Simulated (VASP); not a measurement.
# Cu5Pt (P4/mmm) in VASP: a series of runs

The runs below take Cu5Pt through single point, relaxation of cell and atoms, with PBE.

All numbers are computed with VASP 6.6.1; they aren't measurements. Logs are shortened: lines on timing, memory, paths and dates and some standing lists are left out, and cuts for length are marked.

**1. The cell of the first run**

The structure is tetragonal, space group P4/mmm (No. 123). Conventional cell: a = 5.524 Å, b = 5.524 Å, c = 4.618 Å, α = 90.00°, β = 90.00°, γ = 90.00°. Cu (site symmetry m2m) has 3 Cu at 2.26 to 2.32 Å within 3.0 Å. Within 3.0 Å of Cu (site symmetry 4/mmm) lie 4 Cu at 2.26 Å and 2 Pt at 2.31 Å. Within 3.1 Å of Pt (site symmetry 4/mmm) lie 2 Cu at 2.31 Å.

The cell was built from a structure type or drawn by symmetry, and may not be a known phase.

**2. Single point, PBE**

Input file INCAR:

```
SYSTEM = Cu5Pt
PREC = Accurate ; ENCUT = 520
EDIFF = 1E-7 ; ISMEAR = 0
SIGMA = 0.1 ; LREAL = .False.
LASPH = .True. ; NELM = 80
ALGO = Fast ; ISIF = 2
LWAVE = .False. ; LCHARG = .False.
GGA = PE ; NBANDS = 42
```

Input file KPOINTS:

```
regular mesh
0
Gamma
  8 8 8
  0 0 0
```

Input file POSCAR:

```
Cu5Pt
1.0
    5.5239834046      0.0000000000      0.0000000000
    0.0000000000      5.5239834046      0.0000000000
    0.0000000000      0.0000000000      4.6180035434
Cu Pt
5 1
Direct
    0.7896426891      0.7896426891      0.5000000000
    0.2103573109      0.2103573109      0.5000000000
    0.2103573109      0.7896426891      0.5000000000
    0.7896426891      0.2103573109      0.5000000000
    0.5000000000      0.5000000000      0.5000000000
    0.5000000000      0.5000000000      0.0000000000
```

Potentials or basis: VASP PAW PBE potentials, release 64 (Cu, Pt).

Command:

```console
$ cat potpaw_PBE.64/Cu/POTCAR potpaw_PBE.64/Pt/POTCAR > POTCAR
$ mpirun -np 1 vasp_std > vasp.out
```

OUTCAR:

```text
SYSTEM = Cu5Pt
   PREC = Accurate
   ENCUT = 520
   EDIFF = 1E-7
   ISMEAR = 0
   LREAL = .False.
   LASPH = .True.
   NELM = 80
   ISIF = 2
   GGA = PE

 ion  position               nearest neighbor table
   1  0.790  0.790  0.500-   5 2.26   4 2.32   3 2.32
   2  0.210  0.210  0.500-   5 2.26   4 2.32   3 2.32
   3  0.210  0.790  0.500-   5 2.26   2 2.32   1 2.32
   4  0.790  0.210  0.500-   5 2.26   2 2.32   1 2.32
   5  0.500  0.500  0.500-   1 2.26   2 2.26   3 2.26   4 2.26   6 2.31   6 2.31
   6  0.500  0.500  0.000-   5 2.31   5 2.31

  LATTYP: Found a simple tetragonal cell.
 ALAT       =     5.5239834046
 C/A-ratio  =     0.8359915672

  Lattice vectors:

 A1 = (   5.5239834046,   0.0000000000,   0.0000000000)
 A2 = (   0.0000000000,   5.5239834046,   0.0000000000)
 A3 = (   0.0000000000,   0.0000000000,   4.6180035434)

Analysis of symmetry for initial positions (statically):
=====================================================================
 Subroutine PRICEL returns:
 Original cell was already a primitive cell.

 Routine SETGRP: Setting up the symmetry group for a
 simple tetragonal supercell.

 Subroutine GETGRP returns: Found 16 space group operations
 (whereof 16 operations were pure point group operations)
 out of a pool of 16 trial point group operations.

The static configuration has the point symmetry D_4h.

Analysis of symmetry for dynamics (positions and initial velocities):
=====================================================================
 Subroutine PRICEL returns:
 Original cell was already a primitive cell.

 Routine SETGRP: Setting up the symmetry group for a
 simple tetragonal supercell.

 Subroutine GETGRP returns: Found 16 space group operations
 (whereof 16 operations were pure point group operations)
 out of a pool of 16 trial point group operations.

The dynamic configuration has the point symmetry D_4h.

 Subroutine INISYM returns: Found 16 space group operations
 (whereof 16 operations are pure point group operations),
 and found     1 'primitive' translations

----------------------------------------------------------------------------------------

                                     Primitive cell

  volume of cell :     140.9156

  direct lattice vectors                    reciprocal lattice vectors
     5.523983405  0.000000000  0.000000000     0.181028784  0.000000000  0.000000000
     0.000000000  5.523983405  0.000000000     0.000000000  0.181028784  0.000000000
     0.000000000  0.000000000  4.618003543     0.000000000  0.000000000  0.216543792

  length of vectors
     5.523983405  5.523983405  4.618003543     0.181028784  0.181028784  0.216543792

  position of ions in fractional coordinates (direct lattice)
     0.789642689  0.789642689  0.500000000
     0.210357311  0.210357311  0.500000000
     0.210357311  0.789642689  0.500000000
     0.789642689  0.210357311  0.500000000
     0.500000000  0.500000000  0.500000000
     0.500000000  0.500000000  0.000000000

  ion indices of the primitive-cell ions
   primitive index   ion index
                 1           1
                 2           2
                 3           3
                 4           4
                 5           5
                 6           6

----------------------------------------------------------------------------------------

 KPOINTS: regular mesh

Automatic generation of k-mesh.
 Grid dimensions read from file:
 generate k-points for:    8    8    8

 Generating k-lattice:

  Cartesian coordinates                     Fractional coordinates (reciprocal lattice)
     0.022628598  0.000000000  0.000000000     0.125000000  0.000000000  0.000000000
     0.000000000  0.022628598  0.000000000     0.000000000  0.125000000  0.000000000
     0.000000000  0.000000000  0.027067974     0.000000000  0.000000000  0.125000000

  Length of vectors
     0.022628598  0.022628598  0.027067974

  Shift w.r.t. Gamma in fractional coordinates (k-lattice)
     0.000000000  0.000000000  0.000000000

 Subroutine IBZKPT returns following result:
 ===========================================

 Found     75 irreducible k-points:

 Following reciprocal coordinates:
            Coordinates               Weight
  0.000000  0.000000  0.000000      1.000000
  0.125000  0.000000  0.000000      4.000000
  0.250000  0.000000  0.000000      4.000000
  0.375000  0.000000  0.000000      4.000000
  0.500000  0.000000  0.000000      2.000000
  0.125000  0.125000  0.000000      4.000000
[... 16 lines left out ...]
  0.375000  0.125000  0.125000     16.000000
  0.500000  0.125000  0.125000      8.000000
 [... further k-points ...]
   k-points           NKPTS =     75   k-points in BZ     NKDIM =     75   number of bands    NBANDS=     42
   number of dos      NEDOS =    301   number of ions     NIONS =      6
   total plane-waves  NPLWV =  63504
   dimension x,y,z NGX =    42 NGY =   42 NGZ =   36
   dimension x,y,z NGXF=    84 NGYF=   84 NGZF=   72
   ions per type =               5   1
   NGX,Y,Z   is equivalent  to a cutoff of  12.64, 12.64, 12.96 a.u.
   NGXF,Y,Z  is equivalent  to a cutoff of  25.28, 25.28, 25.92 a.u.
 SYSTEM =  Cu5Pt
   PREC   = accura    normal or accurate (medium, high low for compatibility)
   ISTART =      0    job   : 0-new  1-cont  2-samecut
   ICHARG =      2    charge: 1-file 2-atom 10-const
   ISPIN  =      1    spin polarized calculation?
   LNONCOLLINEAR =      F non collinear calculations
   LSORBIT =      F    spin-orbit coupling
   LASPH  =      T    aspherical Exc in radial PAW
   ENCUT  =  520.0 eV  38.22 Ry    6.18 a.u.  10.27 10.27  8.59*2*pi/ulx,y,z
   NELM   =     80;   NELMIN=  2; NELMDL= -5     # of ELM steps
   EDIFF  = 0.1E-06   stopping-criterion for ELM
   LREAL  =      F    real-space projection
   EDIFFG = 0.1E-05   stopping-criterion for IOM
   NSW    =      0    number of steps for IOM
   IBRION =     -1    ionic relax: 0-MD 1-quasi-New 2-CG
   NFREE  =      0    steps in history (QN), initial steepest desc. (CG)
   ISIF   =      2    stress and relaxation
   ISYM   =      2    0-nonsym 1-usesym 2-fastsym
   POTIM  = 0.5000    time-step for ionic-motion
   TEBEG  =    0.0;   TEEND  =   0.0 temperature during run
   PSTRESS=    0.0 pullay stress
   NELECT =      65.0000    total number of electrons
   NUPDOWN=      -1.0000    fix difference up-down
   EMIN   =  10.00;   EMAX   =-10.00  energy-range for DOS
   EFERMI =   0.00;   METHOD = LEGACY
   ISMEAR =     0;   SIGMA  =   0.10  broadening in eV -4-tet -1-fermi 0-gaus
   EFERMI_NEDOS =   21; number of points for ismear=-14 and -15
   IALGO  =     68    algorithm
   IMIX   =      4    mixing-type and parameters
     AMIX     =   0.40;   BMIX     =  1.00
     AMIX_MAG =   1.60;   BMIX_MAG =  1.00
  volume/ion in A,a.u.               =      23.49       158.49
  Fermi-wavevector in a.u.,A,eV,Ry     =   1.264910  2.390333 21.769284  1.599997
  Thomas-Fermi vector in A             =   2.398191
   LORBIT       =      0    0 simple, 1 ext, 2 COOP (PROOUT), +10 PAW based schemes
   GGA     = PE    functional components
   LHFCALC =     F    Hartree Fock is set to
   AEXX    =    0.0000 exact exchange contribution
   IVDW    =     0    specifies the selected vdW correction
   LEPSILON=     F    determine dielectric tensor
   LRPA    =     F    only Hartree local field effects (RPA)
 non-spin polarized calculation
 RMM-DIIS sequential band-by-band and
 Gauss-broadening in eV      SIGMA  =   0.10
  energy-cutoff  :      520.00
  volume of cell :      140.92
 maximum number of plane-waves:      3821
 NGX is ok and might be reduce to    42
   NGX = 21   NGY = 21   NGZ = 17

 number of electron      64.9999962 magnetization

 Free energy of the ion-electron system (eV)
  ---------------------------------------------------
  ext. energy  EPLUGINS =         0.00000000
  ---------------------------------------------------
  free energy    TOTEN  =       -17.86730497 eV

  energy without entropy =      -17.85134866  energy(sigma->0) =      -17.85932682

 E-fermi :   1.6215     XC(G=0):  -8.9224

 val. band max:        1.6193729999   @ k =   0.5000   0.3750   0.0000
 cond. band min:       1.6249566915   @ k =   0.5000   0.3750   0.2500
 fundamental gap:      0.0055836916
 Fermi energy:         1.6214636141

 k-point     1 :       0.0000    0.0000    0.0000
  band No.  band energies     occupation
      1      -4.6953      2.00000
      2      -2.9584      2.00000
      3      -2.1934      2.00000
      4      -2.1934      2.00000
      5      -1.9636      2.00000
      6      -1.8557      2.00000
[... 34 lines left out ...]
     41       9.0558      0.00000
     42       9.8578      0.00000

 k-point     2 :       0.1250    0.0000    0.0000
  band No.  band energies     occupation
      1      -4.6469      2.00000
      2      -2.9419      2.00000
      3      -2.1992      2.00000
      4      -2.1905      2.00000
      5      -1.9399      2.00000
      6      -1.8762      2.00000
[... 34 lines left out ...]
     41       9.3190      0.00000
     42       9.7721      0.00000

 k-point     3 :       0.2500    0.0000    0.0000
  band No.  band energies     occupation
      1      -4.5193      2.00000
      2      -2.8831      2.00000
      3      -2.2130      2.00000
      4      -2.1834      2.00000
      5      -1.9161      2.00000
      6      -1.8758      2.00000
[... 34 lines left out ...]
     41       9.1637      0.00000
     42      10.0270      0.00000

 k-point     4 :       0.3750    0.0000    0.0000
  band No.  band energies     occupation
      1      -4.3722      2.00000
      2      -2.7498      2.00000
      3      -2.2264      2.00000
      4      -2.1762      2.00000
      5      -2.0944      2.00000
      6      -1.9481      2.00000
[... 844 lines left out ...]
     41       8.5210      0.00000
     42       9.8896      0.00000

 k-point    23 :       0.3750    0.1250    0.1250
  band No.  band energies     occupation
      1      -4.1865      2.00000
      2      -2.6861      2.00000
      3      -2.2222      2.00000
      4      -2.1195      2.00000
      5      -2.1035      2.00000
      6      -1.7891      2.00000
[... 34 lines left out ...]
     41       8.8302      0.00000
     42       9.4231      0.00000

 k-point    24 :       0.5000    0.1250    0.1250
  band No.  band energies     occupation
      1      -4.1163      2.00000
      2      -2.5002      2.00000
      3      -2.4364      2.00000
      4      -2.1427      2.00000
      5      -2.1142      2.00000
      6      -1.8642      2.00000
[... 34 lines left out ...]
     41       8.9629      0.00000
     42       9.0668      0.00000

 [... further k-points ...]

------------------------ aborting loop because EDIFF is reached ----------------------------------------

  FORCE on cell =-STRESS in cart. coord.  units (eV):
  Direction    XX          YY          ZZ          XY          YZ          ZX
  --------------------------------------------------------------------------------------
  -------------------------------------------------------------------------------------
  Total        0.1702569      0.1702569      0.0193879      0.0000000     -0.0000000      0.0000000
  in kB        1.9357809      1.9357809      0.2204355      0.0000000     -0.0000000      0.0000000
  external PRESSURE =       1.3639991 kB  Pullay stress =       0.0000000 kB

 VOLUME and BASIS-vectors are now :
 -----------------------------------------------------------------------------
  energy-cutoff  :      520.00
  volume of cell :      140.92
      direct lattice vectors                 reciprocal lattice vectors
     5.523983405  0.000000000  0.000000000     0.181028784  0.000000000  0.000000000
     0.000000000  5.523983405  0.000000000     0.000000000  0.181028784  0.000000000
     0.000000000  0.000000000  4.618003543     0.000000000  0.000000000  0.216543792

 POSITION                                       TOTAL-FORCE (eV/Angst)
 -----------------------------------------------------------------------------------
      4.36197      4.36197      2.30900        -0.003867     -0.003867     -0.000000
      1.16201      1.16201      2.30900         0.003867      0.003867      0.000000
      1.16201      4.36197      2.30900         0.003867     -0.003867      0.000000
      4.36197      1.16201      2.30900        -0.003867      0.003867     -0.000000
      2.76199      2.76199      2.30900         0.000000      0.000000     -0.000000
      2.76199      2.76199      0.00000         0.000000      0.000000     -0.000000
 -----------------------------------------------------------------------------------
    total drift:                                0.000000      0.000000      0.000000

  FREE ENERGIE OF THE ION-ELECTRON SYSTEM (eV)
  ---------------------------------------------------
  free  energy   TOTEN  =       -17.8673049690 eV

  energy  without entropy=      -17.8513486640  energy(sigma->0) =      -17.85932682
```

Wall time 9.9 min (1 thread of Intel Xeon Platinum 8259CL at 2.50GHz (Skylake/Cascade Lake), shared host); peak memory 0.49 GiB.

What came out:

```
Free energy            : -17.8673 eV
Pressure               : 0.1 GPa
Largest force          : 0.005 eV/Å
Band gap on the k mesh : zero (an odd number of electrons rules out a gap without spin polarisation)
```

Forces on the atoms (eV/Å):
```
Cu  -0.004 -0.004  0.000
Cu   0.004  0.004  0.000
Cu   0.004 -0.004  0.000
Cu  -0.004  0.004  0.000
Cu   0.000  0.000  0.000
Pt   0.000  0.000  0.000
```

Caveat: spin-orbit coupling is left out, which moves the levels of the heavy elements.

**3. Relaxation of cell and atoms, PBE**

Input file INCAR:

```
PREC = Accurate ; ENCUT = 600
EDIFF = 1E-6 ; ISMEAR = 0
SIGMA = 0.1 ; LREAL = False
LASPH = True ; NELM = 100
ALGO = Fast ; ISIF = 3
LWAVE = False ; LCHARG = False
GGA = PE ; IBRION = 2
NSW = 100 ; EDIFFG = -0.01
```

Input file KPOINTS:

```
Automatic mesh
0
Gamma
  8 8 8
```

Input file POSCAR:

```
Cu5Pt
1.0
    5.5318369604      0.0000000000      0.0000000000
    0.0000000000      5.5318369604      0.0000000000
    0.0000000000      0.0000000000      4.6078956682
Cu Pt
5 1
Direct
    0.7896960858      0.7896960858      0.5000000000
    0.2103039142      0.2103039142      0.5000000000
    0.2103039142      0.7896960858      0.5000000000
    0.7896960858      0.2103039142      0.5000000000
    0.5000000000      0.5000000000      0.5000000000
    0.5000000000      0.5000000000      0.0000000000
```

Potentials or basis: VASP PAW PBE potentials, release 64 (Cu, Pt).

Command:

```console
$ cat potpaw_PBE.64/Cu/POTCAR potpaw_PBE.64/Pt/POTCAR > POTCAR
$ mpirun -np 1 vasp_std > vasp.out
```

Run time: 34 min. Hardware: 1 thread of Oxide Virtual Turin-like, shared host; peak memory 0.56 GiB.

Results (log left out):

```yaml
Free_energy: -17.8680 eV
Relaxed_volume: 23.61 Å³/atom
Relaxed_cell: a = 5.536 Å, b = 5.536 Å, c = 4.623 Å, α = 90.00°, β = 90.00°, γ = 90.00°
Space_group_after_relaxing_to_0.1_Å: P4/mmm (No. 123)
Energy_gained_by_relaxing: 0.1 meV/atom
Ionic_steps: 2
Pressure_after_relaxing: 0.0 GPa
Band_gap_on_the_k_mesh: zero (an odd number of electrons rules out a gap without spin polarisation)
```

The path:
| step | energy change (eV) | largest force (eV/Å) | pressure (GPa) | volume (Å³) |
| --- | --- | --- | --- | --- |
| 1 | 0.0000 | 0.0076 | 0.22 | 141.01 |
| 2 | -0.0003 | 0.0019 | -0.04 | 141.68 |

Final structure:
```
Cu Pt
1.0
     5.53595    0.00000    0.00000
     0.00000    5.53595    0.00000
     0.00000    0.00000    4.62303
Cu Pt
5 1
Direct
  0.78965 0.78965 0.50000
  0.21035 0.21035 0.50000
  0.21035 0.78965 0.50000
  0.78965 0.21035 0.50000
  0.50000 0.50000 0.50000
  0.50000 0.50000 0.00000
```

Levels at points of the mesh, in eV from the Fermi level:
| k point | band 31 | band 32 | band 33 | band 34 | band 35 | band 36 |
| --- | --- | --- | --- | --- | --- | --- |
| (0.00, 0.00, 0.00) | -0.35 | 0.12 | 0.70 | 0.70 | 2.01 | 2.05 |
| (0.50, 0.00, 0.00) | -0.33 | -0.07 | 1.15 | 1.29 | 2.21 | 2.75 |
| (0.50, 0.50, 0.00) | -0.34 | -0.34 | -0.33 | 0.01 | 3.76 | 5.40 |
| (0.00, 0.00, 0.50) | -0.60 | -0.60 | -0.59 | 2.08 | 2.25 | 2.25 |
| (0.50, 0.00, 0.50) | -0.69 | -0.66 | -0.45 | 1.51 | 2.56 | 2.75 |
| (0.50, 0.50, 0.50) | -0.61 | -0.59 | -0.07 | 0.35 | 0.35 | 2.89 |

Caveat: spin-orbit coupling is left out, which moves the levels of the heavy elements.
